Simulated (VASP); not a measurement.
Set up this calculation in VASP 6.6.1, as the native input.

```yaml
Task: single point
Functional: PBE exchange alone
Potentials_or_basis: VASP PAW PBE potentials, release 64 (Sb)
Cutoff: 520 eV
k_mesh: 8 × 8 × 8
Occupations: fermi-dirac, width 0.05 eV
Spin: no spin polarisation
Dipole_correction: no
Further_INCAR_settings: ALGO = Normal; EDIFF = 1e-06; NBANDS = 12
```

The structure of Sb lies in POSCAR:

```
Sb
1.0
    2.1397418462      1.2353805309      3.7327777635
   -2.1397418462      1.2353805309      3.7327777635
    0.0000000000     -2.4707610619      3.7327777635
Sb
2
Direct
    0.7665100000      0.7665100000      0.7665100000
    0.2334900000      0.2334900000      0.2334900000
```

These files were run (other wordings do the same):

INCAR

```
SYSTEM = Sb
PREC = Accurate ; ENCUT = 520
EDIFF = 1E-6 ; ISMEAR = -1
SIGMA = 0.05 ; LREAL = .FALSE.
LASPH = .TRUE. ; NELM = 80
ALGO = Normal ; ISIF = 2
LWAVE = .FALSE. ; LCHARG = .FALSE.
GGA = PE ; ALDAC = 0.0
AGGAC = 0.0 ; NBANDS = 12
```

KPOINTS

```
Automatic mesh
0
G
  8 8 8
  0 0 0
```

Potentials or basis: VASP PAW PBE potentials, release 64 (Sb).

Command:

```sh
$ cat potpaw_PBE.64/Sb/POTCAR > POTCAR
$ mpirun -np 1 vasp_std > vasp.out
```

Results of the run:

| Property | Result |
| --- | --- |
| Pressure | 14.3 GPa |
| Largest force | 0.474 eV/Å |
| Band gap on the k mesh | zero (band 5 reaches 9.22 eV, above the bottom of band 6 at 8.96 eV) |

Caveat: spin-orbit coupling is left out, which moves the levels of the heavy elements.

Run time: 15 s on 1 thread of Intel(R) Xeon(R) 6975P-C (Granite Rapids), on a shared host, peak memory 0.21 GiB.
